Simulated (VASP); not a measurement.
A run of VASP 6.6.1 is set up as follows.

The input INCAR:

```
ALGO = Normal
DIPOL = 0.5 0.5 0.500
EDIFF = 1E-6
ENCUT = 520
GGA = PE
IDIPOL = 3
ISIF = 2
ISMEAR = 0
LASPH = True
LCHARG = False
LDIPOL = True
LREAL = False
LWAVE = False
NBANDS = 28
NELM = 60
PREC = Accurate
SIGMA = 0.1
```

Contents of KPOINTS:

```
k-points
0
Gamma
  3 3 1
```

The input POSCAR:

```
Pb
1.0
    7.3586650000      0.0000000000      0.0000000000
   -3.6793330000      6.3727910000      0.0000000000
    0.0000000000      0.0000000000     14.0000000000
Pb
3
Direct
    0.0000000000      0.5000000000      0.5000000000
    0.5000000000      0.0000000000      0.5000000000
    0.5000000000      0.5000000000      0.5000000000
```

Potentials or basis: VASP PAW PBE potentials, release 64 (Pb_d).

The run is started by

```sh
$ cat potpaw_PBE.64/Pb_d/POTCAR > POTCAR
$ mpirun -np 1 vasp_std > vasp.out
```

Q: What does it give for the band gap on the k mesh?

A: Zero (band 21 reaches -2.57 eV, above the bottom of band 22 at -3.05 eV).

Caveat: spin-orbit coupling is left out, which moves the levels of the heavy elements.
